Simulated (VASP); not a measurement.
# HfN (Pm-3m) in VASP: a series of runs

The runs below take HfN through single point, relaxation of cell and atoms, with PBE.

Everything below comes from runs of VASP 6.6.1. Logs are shortened: lines on timing, memory, paths and dates and some standing lists are left out, and cuts for length are marked.

**1. The cell of the first run**

It takes space group Pm-3m (No. 221, cubic). The conventional cell has a = 2.828 Å, b = 2.828 Å, c = 2.828 Å, α = 90.00°, β = 90.00°, γ = 90.00°. Hf (site symmetry m-3m) has 8 N at 2.45 Å and 6 Hf at 2.83 Å within 3.2 Å. Within 3.2 Å of N (site symmetry m-3m) lie 8 Hf at 2.45 Å and 6 N at 2.83 Å.

**2. Single point, PBE**

Input file INCAR:

```
SYSTEM = HfN
  PREC = Accurate
  ENCUT = 520
  EDIFF = 1E-6
  ISMEAR = 0
  SIGMA = 0.1
  LREAL = .False.
  LASPH = .True.
  NELM = 80
  ALGO = Normal
  ISIF = 2
  LWAVE = .False.
  LCHARG = .True.
  GGA = PE
  LELF = .True.
  LVHAR = .True.
  NBANDS = 14
```

Input file KPOINTS:

```
Automatic mesh
0
Gamma
  6 6 6
  0 0 0
```

Input file POSCAR:

```
HfN
1.0
    2.8275755233      0.0000000000      0.0000000000
    0.0000000000      2.8275755233      0.0000000000
    0.0000000000      0.0000000000      2.8275755233
Hf N
1 1
Direct
    0.0000000000      0.0000000000      0.0000000000
    0.5000000000      0.5000000000      0.5000000000
```

Potentials or basis: VASP PAW PBE potentials, release 64 (Hf_pv, N).

Run with:

```bash
$ cat potpaw_PBE.64/Hf_pv/POTCAR potpaw_PBE.64/N/POTCAR > POTCAR
$ mpirun -np 1 vasp_std > vasp.out
```

OUTCAR:

```text
SYSTEM = HfN
   PREC = Accurate
   ENCUT = 520
   EDIFF = 1E-6
   ISMEAR = 0
   LREAL = .False.
   LASPH = .True.
   NELM = 80
   ISIF = 2
   GGA = PE

 ion  position               nearest neighbor table
   1  0.000  0.000  0.000-   2 2.45   2 2.45   2 2.45   2 2.45   2 2.45   2 2.45   2 2.45   2 2.45

   2  0.500  0.500  0.500-   1 2.45   1 2.45   1 2.45   1 2.45   1 2.45   1 2.45   1 2.45   1 2.45

  LATTYP: Found a simple cubic cell.
 ALAT       =     2.8275755233

  Lattice vectors:

 A1 = (   2.8275755233,   0.0000000000,   0.0000000000)
 A2 = (   0.0000000000,   2.8275755233,   0.0000000000)
 A3 = (   0.0000000000,   0.0000000000,   2.8275755233)

Analysis of symmetry for initial positions (statically):
=====================================================================
 Subroutine PRICEL returns:
 Original cell was already a primitive cell.

 Routine SETGRP: Setting up the symmetry group for a
 simple cubic supercell.

 Subroutine GETGRP returns: Found 48 space group operations
 (whereof 48 operations were pure point group operations)
 out of a pool of 48 trial point group operations.

The static configuration has the point symmetry O_h .

Analysis of symmetry for dynamics (positions and initial velocities):
=====================================================================
 Subroutine PRICEL returns:
 Original cell was already a primitive cell.

 Routine SETGRP: Setting up the symmetry group for a
 simple cubic supercell.

 Subroutine GETGRP returns: Found 48 space group operations
 (whereof 48 operations were pure point group operations)
 out of a pool of 48 trial point group operations.

The dynamic configuration has the point symmetry O_h .

 Subroutine INISYM returns: Found 48 space group operations
 (whereof 48 operations are pure point group operations),
 and found     1 'primitive' translations

----------------------------------------------------------------------------------------

                                     Primitive cell

  volume of cell :      22.6070

  direct lattice vectors                    reciprocal lattice vectors
     2.827575523  0.000000000  0.000000000     0.353659873  0.000000000  0.000000000
     0.000000000  2.827575523  0.000000000     0.000000000  0.353659873  0.000000000
     0.000000000  0.000000000  2.827575523     0.000000000  0.000000000  0.353659873

  length of vectors
     2.827575523  2.827575523  2.827575523     0.353659873  0.353659873  0.353659873

  position of ions in fractional coordinates (direct lattice)
     0.000000000  0.000000000  0.000000000
     0.500000000  0.500000000  0.500000000

  ion indices of the primitive-cell ions
   primitive index   ion index
                 1           1
[... 82 lines left out ...]
   EFERMI =   0.00;   METHOD = LEGACY
   ISMEAR =     0;   SIGMA  =   0.10  broadening in eV -4-tet -1-fermi 0-gaus
   EFERMI_NEDOS =   21; number of points for ismear=-14 and -15
   IALGO  =     38    algorithm
   IMIX   =      4    mixing-type and parameters
     AMIX     =   0.40;   BMIX     =  1.00
     AMIX_MAG =   1.60;   BMIX_MAG =  1.00
  volume/ion in A,a.u.               =      11.30        76.28
  Fermi-wavevector in a.u.,A,eV,Ry     =   1.427878  2.698298 27.740034  2.038835
  Thomas-Fermi vector in A             =   2.548000
   LORBIT       =      0    0 simple, 1 ext, 2 COOP (PROOUT), +10 PAW based schemes
   GGA     = PE    functional components
   LHFCALC =     F    Hartree Fock is set to
   AEXX    =    0.0000 exact exchange contribution
   IVDW    =     0    specifies the selected vdW correction
   LEPSILON=     F    determine dielectric tensor
   LRPA    =     F    only Hartree local field effects (RPA)
 non-spin polarized calculation
 Gauss-broadening in eV      SIGMA  =   0.10
  energy-cutoff  :      520.00
  volume of cell :       22.61
 maximum number of plane-waves:       624
 NGX is ok and might be reduce to    24
   NGX = 11   NGY = 11   NGZ = 11

 number of electron      14.9999999 magnetization

 Free energy of the ion-electron system (eV)
  ---------------------------------------------------
  ext. energy  EPLUGINS =         0.00000000
  ---------------------------------------------------
  free energy    TOTEN  =       -19.74071625 eV

  energy without entropy =      -19.73313844  energy(sigma->0) =      -19.73692734

 E-fermi :   7.5494     XC(G=0): -12.9165

 val. band max:        7.5136275716   @ k =   0.5000   0.5000   0.1667
 cond. band min:       7.6044322994   @ k =   0.5000   0.1667   0.1667
 fundamental gap:      0.0908047278
 Fermi energy:         7.5494222042

 k-point     1 :       0.0000    0.0000    0.0000
  band No.  band energies     occupation
      1     -22.8091      2.00000
      2     -22.8091      2.00000
      3     -22.8091      2.00000
      4      -8.7104      2.00000
      5       4.9936      2.00000
      6       4.9936      2.00000
      7       6.3140      2.00000
      8       6.3140      2.00000
      9       6.3140      2.00000
     10      10.6736      0.00000
     11      13.7248      0.00000
     12      13.7248      0.00000
     13      13.7248      0.00000
     14      20.4046      0.00000
[... 309 lines left out ...]
      1     -23.6821      2.00000
      2     -23.6821      2.00000
      3     -23.6821      2.00000
      4      -5.2024      2.00000
      5       0.6497      2.00000
      6       0.6497      2.00000
      7       0.6497      2.00000
      8      15.1507      0.00000
      9      15.1507      0.00000
     10      15.1507      0.00000
     11      16.8438      0.00000
     12      16.8438      0.00000
     13      17.0126      0.00000
     14      17.0126      0.00000

------------------------ aborting loop because EDIFF is reached ----------------------------------------

  FORCE on cell =-STRESS in cart. coord.  units (eV):
  Direction    XX          YY          ZZ          XY          YZ          ZX
  --------------------------------------------------------------------------------------
  -------------------------------------------------------------------------------------
  Total       -0.3608016     -0.3608016     -0.3608016     -0.0000000     -0.0000000      0.0000000
  in kB      -25.5703338    -25.5703338    -25.5703338     -0.0000000     -0.0000000      0.0000000
  external PRESSURE =     -25.5703338 kB  Pullay stress =       0.0000000 kB

 VOLUME and BASIS-vectors are now :
 -----------------------------------------------------------------------------
  energy-cutoff  :      520.00
  volume of cell :       22.61
      direct lattice vectors                 reciprocal lattice vectors
     2.827575523  0.000000000  0.000000000     0.353659873  0.000000000  0.000000000
     0.000000000  2.827575523  0.000000000     0.000000000  0.353659873  0.000000000
     0.000000000  0.000000000  2.827575523     0.000000000  0.000000000  0.353659873

 POSITION                                       TOTAL-FORCE (eV/Angst)
 -----------------------------------------------------------------------------------
      0.00000      0.00000      0.00000         0.000000      0.000000      0.000000
      1.41379      1.41379      1.41379         0.000000      0.000000      0.000000
 -----------------------------------------------------------------------------------
    total drift:                                0.000000      0.000000     -0.000000

  FREE ENERGIE OF THE ION-ELECTRON SYSTEM (eV)
  ---------------------------------------------------
  free  energy   TOTEN  =       -19.7407162456 eV

  energy  without entropy=      -19.7331384386  energy(sigma->0) =      -19.73692734
```

Wall time 4.9 s (1 thread of Intel Xeon Platinum 8488C (Sapphire Rapids), shared host); peak memory 0.14 GiB.

What came out:

| Property | Result |
| --- | --- |
| Free energy | -19.7407 eV |
| Pressure | -2.6 GPa |

Caveat: the k points lie up to 0.37 Å⁻¹ apart; spin-orbit coupling is left out, which moves the levels of the heavy elements.

**3. Single point, PBE**

This run uses another cell than the first one, of 16.43 Å³/atom, 1.454 times its volume.

Input file INCAR:

```
SYSTEM = HfN
ALGO = Normal ; EDIFF = 1E-7
ENCUT = 520 ; GGA = PE
ISIF = 2 ; ISMEAR = 0
LASPH = .True. ; LCHARG = .False.
LREAL = .False. ; LWAVE = .False.
NBANDS = 14 ; NELM = 60
PREC = Accurate ; SIGMA = 0.1
```

Input file KPOINTS:

```
k-points
0
Gamma
  6 6 6
  0 0 0
```

Input file POSCAR:

```
HfN
1.0
    3.2030798800      0.0000000000      0.0000000000
    0.0000000000      3.2030798800      0.0000000000
    0.0000000000      0.0000000000      3.2030798800
Hf N
1 1
Direct
    0.0000000000      0.0000000000      0.0000000000
    0.5000000000      0.5000000000      0.5000000000
```

Potentials or basis: VASP PAW PBE potentials, release 64 (Hf_pv, N).

Run with:

```bash
$ cat potpaw_PBE.64/Hf_pv/POTCAR potpaw_PBE.64/N/POTCAR > POTCAR
$ mpirun -np 1 vasp_std > vasp.out
```

It took 6.6 s on 1 thread of Intel Xeon Platinum 8488C (Sapphire Rapids), shared host; peak memory 0.13 GiB.

The run converged. Its results:

| Item | Value |
| --- | --- |
| Free energy | -17.9209 eV |
| Pressure | -39.3 GPa |

Levels at points of the mesh, in eV from the Fermi level:
```tsv
k point	band 6	band 7	band 8	band 9	band 10	band 11
(0.00, 0.00, 0.00)	-1.43	-0.89	-0.89	-0.89	-0.40	4.06
(0.50, 0.00, 0.00)	-1.73	-1.73	-0.72	3.46	4.35	4.49
(0.50, 0.50, 0.00)	-3.18	-1.31	-0.36	1.13	2.22	2.22
(0.50, 0.50, 0.50)	-4.45	-4.45	4.84	4.84	4.84	5.74
```

Caveat: spin-orbit coupling is left out, which moves the levels of the heavy elements.

**4. Relaxation of cell and atoms, PBE**

This run uses another cell than the first one, of 16.43 Å³/atom, 1.454 times its volume.

Input file INCAR:

```
SYSTEM = HfN
PREC = Accurate
ENCUT = 600
EDIFF = 1E-6
ISMEAR = 0
SIGMA = 0.1
LREAL = .FALSE.
LASPH = .TRUE.
NELM = 60
ALGO = Normal
ISIF = 3
LWAVE = .FALSE.
LCHARG = .FALSE.
GGA = PE
IBRION = 2
NSW = 90
EDIFFG = -0.04
```

Input file KPOINTS:

```
regular mesh
0
G
  6 6 6
  0 0 0
```

POSCAR is that of step 3.

Run with:

```bash
$ cat potpaw_PBE.64/Hf_pv/POTCAR potpaw_PBE.64/N/POTCAR > POTCAR
$ mpirun -np 1 vasp_std > vasp.out
```

Run time: 37 s. Hardware: 1 thread of Intel Xeon Platinum 8488C (Sapphire Rapids), shared host; peak memory 0.17 GiB.

Results (log left out):

| Property | Result |
| --- | --- |
| Free energy | -19.7570 eV |
| Relaxed volume | 11.18 Å³/atom |
| Relaxed cell | a = 2.817 Å, b = 2.817 Å, c = 2.817 Å, α = 90.00°, β = 90.00°, γ = 90.00° |
| Space group after relaxing (to 0.05 Å) | Pm-3m (No. 221) |
| Energy gained by relaxing | 917.1 meV/atom |
| Ionic steps | 7 |
| Pressure after relaxing | 0.0 GPa |

Step by step:
```tsv
step	energy change (eV)	largest force (eV/Å)	pressure (GPa)	volume (Å³)
1	0.0000	0.0000	-39.39	32.86
2	-0.4108	0.0000	111.08	17.15
3	-1.8298	0.0000	-3.76	22.73
4	-1.8338	0.0000	-1.19	22.46
5	-1.8340	0.0000	0.74	22.28
6	-1.8340	0.0000	-0.86	22.44
7	-1.8342	0.0000	-0.01	22.35
```

Final structure:
```yaml
crystal:
  lattice:
    - [2.81697, 0.00000, 0.00000]
    - [0.00000, 2.81697, 0.00000]
    - [0.00000, 0.00000, 2.81697]
  atoms:
    - { symbol: Hf, position: [0.00000, 0.00000, 0.00000] }
    - { symbol: N, position: [0.50000, 0.50000, 0.50000] }
```

Levels at points of the mesh, in eV from the Fermi level:
```
           k point  band 4  band 5  band 6  band 7  band 8  band 9  band 10  band 11
(0.00, 0.00, 0.00)  -16.34   -2.60   -2.60   -1.24   -1.24   -1.24     3.27     6.25
(0.50, 0.00, 0.00)  -13.90   -7.92   -2.81   -2.81   -1.37    5.57     6.86     7.02
(0.50, 0.50, 0.00)  -14.46   -4.17   -4.17   -1.58   -0.69    2.48     2.95     2.95
(0.50, 0.50, 0.50)  -12.78   -6.99   -6.99   -6.99    7.70    7.70     7.70     9.42
```

Caveat: the volume moved by over 15 % at a fixed basis, so the end points are rough; spin-orbit coupling is left out, which moves the levels of the heavy elements.

**5. Summary**

| task | cell | cutoff (eV) | gap on the mesh (eV) | pressure (GPa) |
| --- | --- | --- | --- | --- |
| single point | a = 2.828 Å, 2 atoms | 520 | none | -2.6 |
| single point | a = 3.203 Å, 2 atoms | 520 | none | -39.3 |
| relaxation of cell and atoms | relaxed from a = 3.203 Å, 2 atoms | 600 | none | 0.0 |

Alike in all rows: level PBE; potentials or basis VASP PAW PBE potentials, release 64 (Hf_pv, N); no spin polarisation; k mesh 6 × 6 × 6; smearing gaussian 0.1 eV.

Caveats: some runs use coarse meshes; spin-orbit coupling is left out, which moves the levels of the heavy elements; the volume moved by over 15 % at a fixed basis, so the end points are rough (some runs).

Total energies depend on the potentials used, so only differences within one code and one set of settings carry meaning.
